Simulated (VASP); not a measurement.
# Ga7SiN8 (a cell with a defect) in VASP: single point with PBE

Aim: the single point of Ga7SiN8 (a cell with a defect) with PBE.

Program: VASP 6.6.1. These are calculated values, not measurements. Logs are shortened: lines on timing, memory, paths and dates and some standing lists are left out, and cuts for length are marked.

**1. The cell of the first run**

The cell holds a defect, 16 atoms: a = 5.243 Å, b = 6.437 Å, c = 6.437 Å, α = 120.00°, β = 90.00°, γ = 90.00°.

**2. Single point, PBE, collinear spin**

Contents of INCAR:

```
PREC     = Accurate       # precision mode
ENCUT    = 520            # plane-wave cutoff, eV
EDIFF    = 1E-7           # SCF threshold, eV
ISMEAR   = 0              # smearing method
SIGMA    = 0.01           # smearing width, eV
LREAL    = Auto         
LASPH    = True           # aspherical terms in the spheres
NELM     = 150            # most SCF steps
ALGO     = Fast           # electronic algorithm
ISIF     = 2              # what is computed and relaxed
LWAVE    = False          # write WAVECAR
LCHARG   = False          # write CHGCAR
ISPIN    = 2              # spin polarisation
MAGMOM   = 0.2 0 0 0 0 0 0 0 0.2 0 0 0 0.2 0.2 0 0.2 # initial moments
LORBIT   = 11             # projections on sites
GGA      = PE             # functional
NBANDS   = 86             # bands
```

Contents of KPOINTS:

```
regular mesh
0
Gamma
  3 3 3
```

Contents of POSCAR:

```
Ga7SiN8
1.0
    0.0000000000      0.0000000000     -5.2431683713
   -3.2183708025     -5.5743817476      0.0000000000
   -3.2183708025      5.5743817476      0.0000000000
Si Ga N
1 7 8
Direct
    0.5103313675      0.1657497076      0.8310440453
    0.4952643811      0.1669376996      0.3317440478
    0.4953648295      0.6650334847      0.8298255642
    0.4951367491      0.6650928723      0.3318076163
    0.0062086674      0.3304363246      0.1606362697
    0.0062148280      0.3305132602      0.6663229977
   -0.0087967643      0.8323495073      0.1644823588
    0.0062398653      0.8361055689      0.6663402457
    0.1665815257      0.1657015633      0.8310559205
    0.1163300916      0.1653848454      0.3309909533
    0.1163982472      0.6658539046      0.8314738857
    0.1162594007      0.6658246229      0.3309731434
    0.6223045353      0.3176856332      0.1350207119
    0.6224319111      0.3176599769      0.6790628291
    0.6146100194      0.8323089472      0.1644874117
    0.6223754421      0.8617913411      0.6791249296
```

Potentials or basis: VASP PAW PBE potentials, release 64 (Si, Ga_d, N).

Command:

```bash
$ cat potpaw_PBE.64/Si/POTCAR potpaw_PBE.64/Ga_d/POTCAR potpaw_PBE.64/N/POTCAR > POTCAR
$ mpirun -np 1 vasp_std > vasp.out
```

OUTCAR:

```text
PREC = Accurate
   ENCUT = 520
   EDIFF = 1E-7
   ISMEAR = 0
   LREAL = Auto
   LASPH = True
   NELM = 150
   ISIF = 2
   ISPIN = 2
   LORBIT = 11
   GGA = PE

 ion  position               nearest neighbor table
   1  0.510  0.166  0.831-  14 1.79  13 1.79  16 1.79   9 1.80
   2  0.495  0.167  0.332-  15 1.97  10 1.99  14 2.05  13 2.05
   3  0.495  0.665  0.830-  15 1.97  11 1.99  14 2.05  16 2.05
   4  0.495  0.665  0.332-  15 1.97  12 1.99  16 2.05  13 2.05
   5  0.006  0.330  0.161-  12 1.96  10 1.96  13 2.02   9 2.02
   6  0.006  0.331  0.666-  10 1.96  11 1.96  14 2.02   9 2.02
[... 8 lines left out ...]
  15  0.615  0.832  0.164-   4 1.97   2 1.97   3 1.97   7 1.97
  16  0.622  0.862  0.679-   1 1.79   8 2.02   4 2.05   3 2.05

  LATTYP: Found a hexagonal cell.
 ALAT       =     6.4367416051
 C/A-ratio  =     0.8145687202

  Lattice vectors:

 A1 = (  -3.2183708025,  -5.5743817476,   0.0000000000)
 A2 = (  -3.2183708025,   5.5743817476,   0.0000000000)
 A3 = (   0.0000000000,   0.0000000000,  -5.2431683713)

Analysis of symmetry for initial positions (statically):
=====================================================================
 Subroutine PRICEL returns:
 Original cell was already a primitive cell.

 Routine SETGRP: Setting up the symmetry group for a
 hexagonal supercell.

 Subroutine GETGRP returns: Found  1 space group operations
 (whereof  1 operations were pure point group operations)
 out of a pool of 24 trial point group operations.

The static configuration has the point symmetry C_1 .

Analysis of symmetry for dynamics (positions and initial velocities):
=====================================================================
 Subroutine PRICEL returns:
 Original cell was already a primitive cell.

 Routine SETGRP: Setting up the symmetry group for a
 hexagonal supercell.

 Subroutine GETGRP returns: Found  1 space group operations
 (whereof  1 operations were pure point group operations)
 out of a pool of 24 trial point group operations.

The dynamic configuration has the point symmetry C_1 .

Analysis of structural, dynamic, and magnetic symmetry:
=====================================================================
 Subroutine PRICEL returns:
 Original cell was already a primitive cell.

 Routine SETGRP: Setting up the symmetry group for a
 hexagonal supercell.

 Subroutine GETGRP returns: Found  1 space group operations
 (whereof  1 operations were pure point group operations)
 out of a pool of 24 trial point group operations.

The overall configuration has the point symmetry C_1 .

 Subroutine INISYM returns: Found  1 space group operations
 (whereof  1 operations are pure point group operations),
 and found     1 'primitive' translations

----------------------------------------------------------------------------------------

                                     Primitive cell

  volume of cell :     188.1294

  direct lattice vectors                    reciprocal lattice vectors
     0.000000000  0.000000000 -5.243168371     0.000000000  0.000000000 -0.190724373
    -3.218370802 -5.574381748  0.000000000    -0.155358108 -0.089696046  0.000000000
    -3.218370802  5.574381748  0.000000000    -0.155358108  0.089696046  0.000000000

  length of vectors
     5.243168371  6.436741605  6.436741605     0.190724373  0.179392091  0.179392091

  position of ions in fractional coordinates (direct lattice)
     0.510331368  0.165749708  0.831044045
     0.495264381  0.166937700  0.331744048
     0.495364829  0.665033485  0.829825564
     0.495136749  0.665092872  0.331807616
     0.006208667  0.330436325  0.160636270
     0.006214828  0.330513260  0.666322998
[... 8 lines left out ...]
     0.614610019  0.832308947  0.164487412
     0.622375442  0.861791341  0.679124930

  ion indices of the primitive-cell ions
   primitive index   ion index
                 1           1
                 2           2
                 3           3
                 4           4
[... 55 lines left out ...]
   k-points           NKPTS =     14   k-points in BZ     NKDIM =     14   number of bands    NBANDS=     86
   number of dos      NEDOS =    301   number of ions     NIONS =     16
   total plane-waves  NPLWV =  92160
   dimension x,y,z NGX =    40 NGY =   48 NGZ =   48
   dimension x,y,z NGXF=    80 NGYF=   96 NGZF=   96
   ions per type =               1   7   8
   NGX,Y,Z   is equivalent  to a cutoff of  12.68, 12.40, 12.40 a.u.
   NGXF,Y,Z  is equivalent  to a cutoff of  25.37, 24.79, 24.79 a.u.
 SYSTEM =  unknown system
   PREC   = accura    normal or accurate (medium, high low for compatibility)
   ISTART =      0    job   : 0-new  1-cont  2-samecut
   ICHARG =      2    charge: 1-file 2-atom 10-const
   ISPIN  =      2    spin polarized calculation?
   LNONCOLLINEAR =      F non collinear calculations
   LSORBIT =      F    spin-orbit coupling
   LASPH  =      T    aspherical Exc in radial PAW
   ENCUT  =  520.0 eV  38.22 Ry    6.18 a.u.   9.75 11.97 11.97*2*pi/ulx,y,z
   NELM   =    150;   NELMIN=  2; NELMDL= -5     # of ELM steps
   EDIFF  = 0.1E-06   stopping-criterion for ELM
   LREAL  =      T    real-space projection
   EDIFFG = 0.1E-05   stopping-criterion for IOM
   NSW    =      0    number of steps for IOM
   IBRION =     -1    ionic relax: 0-MD 1-quasi-New 2-CG
   NFREE  =      0    steps in history (QN), initial steepest desc. (CG)
   ISIF   =      2    stress and relaxation
   ISYM   =      2    0-nonsym 1-usesym 2-fastsym
   POTIM  = 0.5000    time-step for ionic-motion
   TEBEG  =    0.0;   TEEND  =   0.0 temperature during run
   PSTRESS=    0.0 pullay stress
   NELECT =     135.0000    total number of electrons
   NUPDOWN=      -1.0000    fix difference up-down
   EMIN   =  10.00;   EMAX   =-10.00  energy-range for DOS
   EFERMI =   0.00;   METHOD = LEGACY
   ISMEAR =     0;   SIGMA  =   0.01  broadening in eV -4-tet -1-fermi 0-gaus
   EFERMI_NEDOS =   21; number of points for ismear=-14 and -15
   IALGO  =     68    algorithm
   IMIX   =      4    mixing-type and parameters
     AMIX     =   0.40;   BMIX     =  1.00
     AMIX_MAG =   1.60;   BMIX_MAG =  1.00
  volume/ion in A,a.u.               =      11.76        79.35
  Fermi-wavevector in a.u.,A,eV,Ry     =   1.465662  2.769700 29.227569  2.148166
  Thomas-Fermi vector in A             =   2.581492
   LORBIT       =     11    0 simple, 1 ext, 2 COOP (PROOUT), +10 PAW based schemes
   GGA     = PE    functional components
   LHFCALC =     F    Hartree Fock is set to
   AEXX    =    0.0000 exact exchange contribution
   IVDW    =     0    specifies the selected vdW correction
   LEPSILON=     F    determine dielectric tensor
   LRPA    =     F    only Hartree local field effects (RPA)
 spin polarized calculation
 RMM-DIIS sequential band-by-band and
 Gauss-broadening in eV      SIGMA  =   0.01
  energy-cutoff  :      520.00
  volume of cell :      188.13
 maximum number of plane-waves:      5076
 NGX is ok and might be reduce to    40
   NGX = 19   NGY = 23   NGZ = 23

 number of electron     135.0000026 magnetization       0.2592573

 Free energy of the ion-electron system (eV)
  ---------------------------------------------------
  ext. energy  EPLUGINS =         0.00000000
  ---------------------------------------------------
  free energy    TOTEN  =       -99.38540509 eV

  energy without entropy =      -99.38500737  energy(sigma->0) =      -99.38520623

 E-fermi :   8.7561     XC(G=0): -11.4420

 val. band max:        8.6895828491   @ k =   0.3333   0.3333  -0.3333
 cond. band min:       8.7628055965   @ k =   0.3333  -0.0000  -0.3333
 fundamental gap:      0.0732227474
 Fermi energy:         8.7561220806

 spin component 1

 k-point     1 :       0.0000    0.0000    0.0000
  band No.  band energies     occupation
      1     -10.9162      1.00000
      2      -9.9135      1.00000
      3      -9.6805      1.00000
      4      -9.6792      1.00000
      5      -9.6309      1.00000
      6      -9.4876      1.00000
[... 1137 lines left out ...]
     78      12.0553      0.00000
     79      12.1183      0.00000
 Fermi energy:         8.7561220806

 spin component 2

 k-point     1 :       0.0000    0.0000    0.0000
  band No.  band energies     occupation
      1     -10.8958      1.00000
      2      -9.9032      1.00000
      3      -9.6711      1.00000
      4      -9.6699      1.00000
      5      -9.6230      1.00000
      6      -9.4807      1.00000
[... 1137 lines left out ...]
     78      12.0887      0.00000
     79      12.1472      0.00000
 [bands above 79 left out]

------------------------ aborting loop because EDIFF is reached ----------------------------------------

  FORCE on cell =-STRESS in cart. coord.  units (eV):
  Direction    XX          YY          ZZ          XY          YZ          ZX
  --------------------------------------------------------------------------------------
  -------------------------------------------------------------------------------------
  Total       -0.8508088     -0.8563876     -0.6878218     -0.0017173     -0.0011418      0.0035903
  in kB       -7.2457939     -7.2933053     -5.8577380     -0.0146250     -0.0097238      0.0305760
  external PRESSURE =      -6.7989457 kB  Pullay stress =       0.0000000 kB

 VOLUME and BASIS-vectors are now :
 -----------------------------------------------------------------------------
  energy-cutoff  :      520.00
  volume of cell :      188.13
      direct lattice vectors                 reciprocal lattice vectors
     0.000000000  0.000000000 -5.243168371     0.000000000  0.000000000 -0.190724373
    -3.218370802 -5.574381748  0.000000000    -0.155358108 -0.089696046  0.000000000
    -3.218370802  5.574381748  0.000000000    -0.155358108  0.089696046  0.000000000

 POSITION                                       TOTAL-FORCE (eV/Angst)
 -----------------------------------------------------------------------------------
     -3.20805      3.70860     -2.67575         0.000496      0.009074      0.009907
     -1.60494      0.91869     -2.59675         0.001390     -0.007975      0.005702
     -4.81101      0.91861     -2.59728        -0.000512     -0.003900      0.009032
     -3.20840     -1.85786     -2.59609         0.005806      0.004776      0.000788
     -1.58045     -0.94653     -0.03255        -0.012628      0.007622     -0.002039
     -3.20819      1.87193     -0.03259        -0.000760     -0.011522     -0.007971
[... 8 lines left out ...]
     -3.20806     -3.72269     -3.22250        -0.000679     -0.005250      0.015264
     -4.95924     -1.01825     -3.26322        -0.025446     -0.012618      0.006242
 -----------------------------------------------------------------------------------
    total drift:                                0.008959     -0.004677     -0.002578

  FREE ENERGIE OF THE ION-ELECTRON SYSTEM (eV)
  ---------------------------------------------------
  free  energy   TOTEN  =       -99.3854050902 eV

  energy  without entropy=      -99.3850073690  energy(sigma->0) =      -99.38520623

 total charge

# of ion       s       p       d       tot
------------------------------------------
    1        0.684   0.910   0.000   1.593
    2        0.794   0.789  10.125  11.708
    3        0.794   0.789  10.125  11.708
    4        0.794   0.789  10.125  11.708
    5        0.789   0.826  10.145  11.760
    6        0.789   0.826  10.145  11.761
[... 8 lines left out ...]
   15        1.236   2.492   0.000   3.728
   16        1.252   2.489   0.000   3.741
--------------------------------------------------
tot         16.175  26.550  70.971 113.696

 magnetization (x)

# of ion       s       p       d       tot
------------------------------------------
    1        0.003   0.010   0.000   0.013
    2        0.007   0.007   0.001   0.015
    3        0.007   0.007   0.001   0.016
    4        0.007   0.007   0.001   0.015
    5        0.002   0.000   0.000   0.002
    6        0.002   0.000   0.000   0.002
[... 8 lines left out ...]
   15       -0.001   0.004   0.000   0.004
   16        0.008   0.006   0.000   0.015
--------------------------------------------------
tot          0.068   0.075   0.005   0.148
```

Wall time 30 min (1 thread of Oxide Virtual Turin-like, shared host); peak memory 0.5 GiB.

Results:

| Quantity | Value |
| --- | --- |
| Free energy | -99.3854 eV |
| Pressure | -0.7 GPa |
| Largest force | 0.034 eV/Å |
| Net moment | 0.26 μB per cell |
| Valence electrons inside the program's atomic spheres | Si 1.59; Ga 11.71, 11.76, 11.81 (each value once); N 3.75, 3.73, 3.74 (each value once) |

Forces in eV/Å, atoms in the order of the input:
```
Si   0.000  0.009  0.010
Ga   0.001 -0.008  0.006
Ga  -0.001 -0.004  0.009
Ga   0.006  0.005  0.001
Ga  -0.013  0.008 -0.002
Ga  -0.001 -0.012 -0.008
Ga   0.001 -0.002 -0.003
Ga   0.009  0.008 -0.004
N   -0.001  0.001 -0.034
N    0.003 -0.002 -0.003
N   -0.002 -0.002 -0.001
N    0.000 -0.001 -0.005
N    0.023 -0.012  0.004
N   -0.002  0.029  0.009
N   -0.001 -0.005  0.015
N   -0.025 -0.013  0.006
```

Caveat: the k points lie up to 0.40 Å⁻¹ apart.
